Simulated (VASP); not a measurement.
# GdN (P4/nmm) in VASP: further runs, part 2 of 2

VASP 6.6.1. The steps go on from the part before.

## Step 4: Single point, PBE+U, collinear spin, ferromagnetic start

INCAR reads:

```
PREC     = Accurate       # precision mode
ENCUT    = 520            # plane-wave cutoff, eV
EDIFF    = 1E-6           # SCF threshold, eV
ISMEAR   = 0              # smearing method
SIGMA    = 0.05           # smearing width, eV
LREAL    = F              # projectors in reciprocal space
LASPH    = T              # aspherical terms in the spheres
NELM     = 150            # most SCF steps
ALGO     = Normal         # electronic algorithm
ISIF     = 2              # what is computed and relaxed
LWAVE    = F              # write WAVECAR
LCHARG   = F              # write CHGCAR
ISPIN    = 2              # spin polarisation
MAGMOM   = 7.56 7.56 0 0  # initial moments
LORBIT   = 11             # projections on sites
LMAXMIX  = 6              # l up to which the mixer works
LDAU     = T              # DFT+U
LDAUTYPE = 2            
LDAUL    = 3 -1           # shell
LDAUU    = 6 0            # U, eV
LDAUJ    = 0 0          
LDAUPRINT= 1            
GGA      = PE             # functional
NBANDS   = 35             # bands
```

KPOINTS reads:

```
Automatic mesh
0
Gamma
  4 4 6
```

POSCAR reads:

```
GdN
1.0
    4.3247826489      0.0000000000      0.0000000000
    0.0000000000      4.3247826489      0.0000000000
    0.0000000000      0.0000000000      3.5938191369
Gd N
2 2
Direct
    0.5000000000      0.0000000000      0.2439616392
    0.0000000000      0.5000000000      0.7560383608
    0.0000000000      0.0000000000      0.0000000000
    0.5000000000      0.5000000000      0.0000000000
```

Potentials or basis: VASP PAW PBE potentials, release 64 (Gd, N).

The run is started by

```console
$ cat potpaw_PBE.64/Gd/POTCAR potpaw_PBE.64/N/POTCAR > POTCAR
$ mpirun -np 1 vasp_std > vasp.out
```

OUTCAR:

```text
PREC = Accurate
   ENCUT = 520
   EDIFF = 1E-6
   ISMEAR = 0
   LREAL = F
   LASPH = T
   NELM = 150
   ISIF = 2
   ISPIN = 2
   LORBIT = 11
   GGA = PE

 ion  position               nearest neighbor table
   1  0.500  0.000  0.244-   3 2.33   4 2.33   4 2.33   3 2.33   2 3.53   2 3.53   2 3.53   2 3.53

   2  0.000  0.500  0.756-   3 2.33   4 2.33   3 2.33   4 2.33   1 3.53   1 3.53   1 3.53   1 3.53

   3  0.000  0.000  0.000-   1 2.33   2 2.33   2 2.33   1 2.33
   4  0.500  0.500  0.000-   1 2.33   2 2.33   1 2.33   2 2.33

  LATTYP: Found a simple tetragonal cell.
 ALAT       =     4.3247826489
 C/A-ratio  =     0.8309826016

  Lattice vectors:

 A1 = (   4.3247826489,   0.0000000000,   0.0000000000)
 A2 = (   0.0000000000,   4.3247826489,   0.0000000000)
 A3 = (   0.0000000000,   0.0000000000,   3.5938191369)

Analysis of symmetry for initial positions (statically):
=====================================================================
 Subroutine PRICEL returns:
 Original cell was already a primitive cell.

 Routine SETGRP: Setting up the symmetry group for a
 simple tetragonal supercell.

 Subroutine GETGRP returns: Found 16 space group operations
 (whereof  8 operations were pure point group operations)
 out of a pool of 16 trial point group operations.

The static configuration has the point symmetry D_2d.
 The point group associated with its full space group is D_4h.

Analysis of symmetry for dynamics (positions and initial velocities):
=====================================================================
 Subroutine PRICEL returns:
 Original cell was already a primitive cell.

 Routine SETGRP: Setting up the symmetry group for a
 simple tetragonal supercell.
[... 254 lines left out ...]
  free energy    TOTEN  =       -44.03793213 eV

  energy without entropy =      -44.03793202  energy(sigma->0) =      -44.03793208

 E-fermi :   3.9905     XC(G=0): -11.0506

 val. band max:        3.8387413361   @ k =   0.2500   0.2500   0.0000
 cond. band min:       4.1309399398   @ k =   0.0000   0.0000   0.0000
 fundamental gap:      0.2921986037
 Fermi energy:         3.9904726313

 spin component 1

 k-point     1 :       0.0000    0.0000    0.0000
  band No.  band energies     occupation
      1     -40.4899      1.00000
      2     -40.3766      1.00000
      3     -18.1298      1.00000
      4     -18.1298      1.00000
      5     -18.0597      1.00000
      6     -17.6588      1.00000
[... 901 lines left out ...]
     34       6.8735      0.00000
     35       8.3608      0.00000
 Fermi energy:         3.9904726313

 spin component 2

 k-point     1 :       0.0000    0.0000    0.0000
  band No.  band energies     occupation
      1     -37.3693      1.00000
      2     -37.2208      1.00000
      3     -16.0454      1.00000
      4     -16.0454      1.00000
      5     -15.9520      1.00000
      6     -15.4173      1.00000
[... 901 lines left out ...]
     34       8.8518      0.00000
     35       9.6300      0.00000

------------------------ aborting loop because EDIFF is reached ----------------------------------------

  FORCE on cell =-STRESS in cart. coord.  units (eV):
  Direction    XX          YY          ZZ          XY          YZ          ZX
  --------------------------------------------------------------------------------------
  -------------------------------------------------------------------------------------
  Total        0.0566717      0.0566717      0.0667107      0.0000000      0.0000000      0.0000000
  in kB        1.3508039      1.3508039      1.5900879      0.0000000      0.0000000      0.0000000
  external PRESSURE =       1.4305652 kB  Pullay stress =       0.0000000 kB

 VOLUME and BASIS-vectors are now :
 -----------------------------------------------------------------------------
  energy-cutoff  :      520.00
  volume of cell :       67.22
      direct lattice vectors                 reciprocal lattice vectors
     4.324782649  0.000000000  0.000000000     0.231225493  0.000000000  0.000000000
     0.000000000  4.324782649  0.000000000     0.000000000  0.231225493  0.000000000
     0.000000000  0.000000000  3.593819137     0.000000000  0.000000000  0.278255516

 POSITION                                       TOTAL-FORCE (eV/Angst)
 -----------------------------------------------------------------------------------
      2.16239      0.00000      0.87675         0.000000      0.000000      0.075041
      0.00000      2.16239      2.71707         0.000000      0.000000     -0.075041
      0.00000      0.00000      0.00000         0.000000      0.000000      0.000000
      2.16239      2.16239      0.00000        -0.000000     -0.000000      0.000000
 -----------------------------------------------------------------------------------
    total drift:                                0.000000      0.000000     -0.000000

  FREE ENERGIE OF THE ION-ELECTRON SYSTEM (eV)
  ---------------------------------------------------
  free  energy   TOTEN  =       -44.0379321335 eV

  energy  without entropy=      -44.0379320197  energy(sigma->0) =      -44.03793208

 total charge

# of ion       s       p       d       f       tot
--------------------------------------------------
    1        2.039   5.629   0.612   6.988  15.268
    2        2.039   5.629   0.612   6.988  15.268
    3        1.263   2.386   0.000   0.000   3.649
    4        1.263   2.386   0.000   0.000   3.649
--------------------------------------------------
tot          6.603  16.031   1.224  13.976  37.834

 magnetization (x)

# of ion       s       p       d       f       tot
--------------------------------------------------
    1       -0.004  -0.085   0.062   6.884   6.857
    2       -0.004  -0.085   0.062   6.884   6.857
    3       -0.007  -0.075   0.000   0.000  -0.082
    4       -0.007  -0.075   0.000   0.000  -0.082
--------------------------------------------------
tot         -0.022  -0.321   0.125  13.768  13.550
```

OSZICAR:

```text
N       E                     dE             d eps       ncg     rms          rms(c)
DAV:   1     0.364801194094E+03    0.36480E+03   -0.15690E+04  4896   0.664E+03
DAV:   2     0.550922073817E+02   -0.30971E+03   -0.25205E+03  5173   0.551E+02
DAV:   3    -0.272860008816E+02   -0.82378E+02   -0.79386E+02  5500   0.241E+02
[... 15 lines left out ...]
DAV:  19    -0.440383286749E+02    0.15409E-02   -0.32879E-03  6165   0.680E-01    0.342E+00
DAV:  20    -0.440378422370E+02    0.48644E-03   -0.30452E-03  6440   0.577E-01    0.704E-01
DAV:  21    -0.440379224656E+02   -0.80229E-04   -0.12258E-03  6480   0.163E-01    0.325E-01
DAV:  22    -0.440379326026E+02   -0.10137E-04   -0.13331E-04  6000   0.701E-02    0.223E-01
DAV:  23    -0.440379321335E+02    0.46917E-06   -0.42100E-06  3928   0.218E-02
   1 F= -.44037932E+02 E0= -.44037932E+02  d E =-.113737E-06  mag=    13.9999
```

stdout:

```text
POSCAR found type information on POSCAR GdN
 POSCAR found :  2 types and       4 ions
 scaLAPACK will be used
 LDA part: xc-table for (Slater+PW92), standard interpolation
 POSCAR, INCAR and KPOINTS ok, starting setup
 FFT: planning ... GRIDC
 FFT: planning ... GRID_SOFT
 FFT: planning ... GRID
 WAVECAR not read
 entering main loop
```

Wall time 1.9 min (1 thread of Intel Xeon 6975P-C (Granite Rapids), shared host); peak memory 0.24 GiB.

What came out:

```
Free energy                                           : -44.0379 eV
Pressure                                              : 0.1 GPa
Largest force                                         : 0.075 eV/Å
Band gap on the k mesh                                : 0.29 eV (least direct gap 0.61 eV)
Net moment                                            : 14.00 μB per cell
Site moments                                          : Gd +6.86; N -0.08 μB
Valence electrons inside the program's atomic spheres : Gd 15.27; N 3.65
```

Forces on the atoms (eV/Å):
```
Gd   0.000  0.000  0.075
Gd   0.000  0.000 -0.075
N    0.000  0.000  0.000
N    0.000  0.000  0.000
```

Levels at points of the mesh, in eV from the valence-band top:
Spin up:
| k point | band 28 | band 29 | band 30 | band 31 | band 32 | band 33 |
| --- | --- | --- | --- | --- | --- | --- |
| (0.00, 0.00, 0.00) | -1.38 | -0.31 | -0.31 | 0.29 | 1.12 | 3.01 |
| (0.50, 0.00, 0.00) | -1.88 | -1.31 | -1.31 | 0.93 | 0.93 | 3.11 |
| (0.50, 0.50, 0.00) | -1.77 | -0.37 | -0.37 | 1.04 | 1.04 | 1.61 |
| (0.00, 0.00, 0.50) | -2.88 | -1.29 | -1.29 | 3.12 | 3.67 | 3.97 |
| (0.50, 0.00, 0.50) | -2.85 | -2.03 | -2.03 | 3.36 | 3.36 | 4.12 |
| (0.50, 0.50, 0.50) | -2.35 | -1.49 | -1.49 | 2.30 | 2.30 | 3.03 |
Spin down:
| k point | band 12 | band 13 | band 14 | band 15 | band 16 | band 17 | band 18 | band 19 | band 20 | band 21 |
| --- | --- | --- | --- | --- | --- | --- | --- | --- | --- | --- |
| (0.00, 0.00, 0.00) | -1.92 | -1.92 | -1.37 | -0.58 | -0.58 | 0.77 | 1.83 | 3.40 | 3.61 | 3.98 |
| (0.50, 0.00, 0.00) | -2.78 | -1.71 | -1.71 | -1.47 | -1.47 | 1.42 | 1.42 | 3.37 | 3.37 | 3.44 |
| (0.50, 0.50, 0.00) | -4.10 | -1.80 | -1.80 | -0.77 | -0.77 | 1.60 | 1.60 | 2.28 | 2.28 | 4.22 |
| (0.00, 0.00, 0.50) | -3.14 | -2.62 | -2.62 | -1.41 | -1.41 | 3.33 | 3.63 | 4.10 | 4.19 | 4.33 |
| (0.50, 0.00, 0.50) | -2.83 | -2.64 | -2.64 | -2.06 | -2.06 | 3.64 | 3.64 | 3.99 | 3.99 | 4.10 |
| (0.50, 0.50, 0.50) | -2.85 | -2.27 | -2.27 | -1.59 | -1.59 | 2.73 | 2.73 | 3.21 | 3.21 | 4.14 |

Eigenvalues of the final occupation matrices:
| site | spin | trace | eigenvalues |
| --- | --- | --- | --- |
| site 1 f | 1 | 6.94 | 0.99 0.99 0.99 0.99 0.99 0.99 0.99 |
| site 1 f | 2 | 0.05 | 0.00 0.00 0.00 0.00 0.01 0.01 0.01 |
| site 2 f | 1 | 6.94 | 0.99 0.99 0.99 0.99 0.99 0.99 0.99 |
| site 2 f | 2 | 0.05 | 0.00 0.00 0.00 0.00 0.01 0.01 0.01 |

Caveat: spin-orbit coupling is left out, which moves the levels of the heavy elements.

## Step 5: Summary

| U | cell | k mesh | gap on the mesh (eV) | pressure (GPa) | moment (μB) | largest force (eV/Å) |
| --- | --- | --- | --- | --- | --- | --- |
| Gd f U = 1.0 eV | a = 4.325, b = 4.325, c = 3.594 Å, 4 atoms, atomic positions A | 8 × 8 × 8 | 0.30 | -1.1 | 14.00 | 0.02 |
| Gd f U = 6.0 eV | a = 4.338, b = 4.338, c = 3.644 Å, 4 atoms, atomic positions B | 8 × 8 × 8 | 0.16 | -0.6 | 14.00 | 0.05 |
| Gd f U = 6.0 eV | a = 4.325, b = 4.325, c = 3.594 Å, 4 atoms, atomic positions A | 4 × 4 × 6 | 0.29 | 0.1 | 14.00 | 0.08 |

Alike in all rows: task single point; level PBE+U; potentials or basis VASP PAW PBE potentials, release 64 (Gd, N); spin collinear, ferromagnetic start; cutoff (eV) 520; smearing gaussian 0.05 eV.

Caveats: spin-orbit coupling is left out, which moves the levels of the heavy elements.

Total energies depend on the potentials used, so only differences within one code and one set of settings carry meaning.
